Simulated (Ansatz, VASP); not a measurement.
# Two plane-wave programs on Ba2W3

```
CELL_PARAMETERS angstrom
4.98874 0.00000 0.00000
0.00000 4.98874 0.00000
0.00000 0.00000 4.98874
ATOMIC_POSITIONS crystal
Ba 0.00000 0.00000 0.00000
Ba 0.50000 0.50000 0.50000
W 0.00000 0.50000 0.50000
W 0.50000 0.00000 0.50000
W 0.50000 0.50000 0.00000
```

Alike in both runs: task relaxation of cell and atoms; functional PBE; k mesh 4 × 4 × 4; occupations gaussian, width 0.1 eV; no spin polarisation.

|  | VASP | Ansatz |
| --- | --- | --- |
| version | VASP 6.6.1 | Ansatz 0.2.0 |
| potentials or method | VASP PAW PBE potentials, release 64 (Ba_sv, W_sv), cutoff 600 eV | scalar-relativistic, plane waves, PAW |
| valence electrons in the cell | 62 | 62 |

|  | VASP | Ansatz | Ansatz less VASP |
| --- | --- | --- | --- |
| gap on the k mesh at the Fermi level, each at its own relaxed structure (eV) | none | none | - |
| relaxed volume (Å³/atom) | 28.85 | 26.97 | -1.881 |
| relaxed length of the cell vector where the two differ most in proportion (Å) | 5.245 | 5.128 | -0.1165 |

A gap of «none» marks a metal or a gap that the smearing closes.

Spin-orbit coupling is off throughout. Noted on VASP's run: the volume moved by over 15 % at a fixed basis, so the end points are rough.
